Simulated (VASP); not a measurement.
## Ti12B (a cell with a defect): single point with PBE

The system is Ti12B (a cell with a defect).

```
Ti B
1.0
     5.90000    0.00000    0.00000
    -4.42500    7.66432    0.00000
     0.00000    0.00000    4.68460
Ti B
12 1
Direct
  0.02279 0.00782 0.98089
  0.18777 0.22582 0.47615
  0.02976 0.33767 0.96746
  0.20109 0.56940 0.51071
  0.03061 0.68569 0.97476
  0.19375 0.90295 0.48684
  0.52280 0.00246 0.99005
  0.68573 0.21976 0.50163
  0.51530 0.33595 0.96614
  0.68654 0.56758 0.50904
  0.52860 0.67950 0.00064
  0.69361 0.89747 0.49594
  0.85832 0.45277 0.23823
```

```json
{
  "Program": "VASP 6.6.1",
  "Task": "single point",
  "Functional": "PBE",
  "Potentials or basis": "VASP PAW PBE potentials, release 64 (Ti_sv, B)",
  "Cutoff": "520 eV",
  "k mesh": "4 × 3 × 5",
  "Occupations": "fermi-dirac, width 0.1 eV",
  "Spin": "no spin polarisation",
  "Dipole correction": "no",
  "Further INCAR settings": "ALGO = Normal; EDIFF = 1e-07; NBANDS = 86"
}
```

| Item | Value |
| --- | --- |
| Pressure | 3.4 GPa |
| Largest force | 0.015 eV/Å |
| Band gap on the k mesh | zero (an odd number of electrons rules out a gap without spin polarisation) |

Forces in eV/Å, atoms in the order of the input:
```
Ti   0.006  0.001 -0.007
Ti   0.003 -0.004 -0.010
Ti  -0.002 -0.002 -0.008
Ti  -0.007  0.001  0.007
Ti   0.007  0.002 -0.008
Ti   0.002 -0.001 -0.008
Ti  -0.004 -0.002  0.002
Ti  -0.005 -0.004  0.014
Ti   0.008  0.000 -0.011
Ti   0.000  0.004  0.012
Ti  -0.006  0.004  0.008
Ti  -0.006  0.002  0.009
B    0.002 -0.001  0.001
```

Stress tensor (GPa, compression positive):
```
2.42 0.00 0.04
0.00 2.61 0.08
0.04 0.08 5.04
```

Levels at points of the mesh, in eV from the Fermi level:
| k point | band 70 | band 71 | band 72 | band 73 | band 74 | band 75 | band 76 | band 77 | band 78 | band 79 |
| --- | --- | --- | --- | --- | --- | --- | --- | --- | --- | --- |
| (0.00, 0.00, 0.00) | -0.58 | -0.53 | -0.20 | -0.11 | 0.47 | 0.59 | 0.62 | 0.66 | 0.75 | 0.76 |
| (0.50, 0.00, 0.00) | -0.77 | -0.58 | -0.37 | -0.32 | -0.12 | 0.08 | 0.36 | 0.46 | 0.60 | 0.70 |

Wall time 9.4 min on 1 thread of Intel(R) Xeon(R) 6975P-C (Granite Rapids) (shared host), peak memory 0.58 GiB.
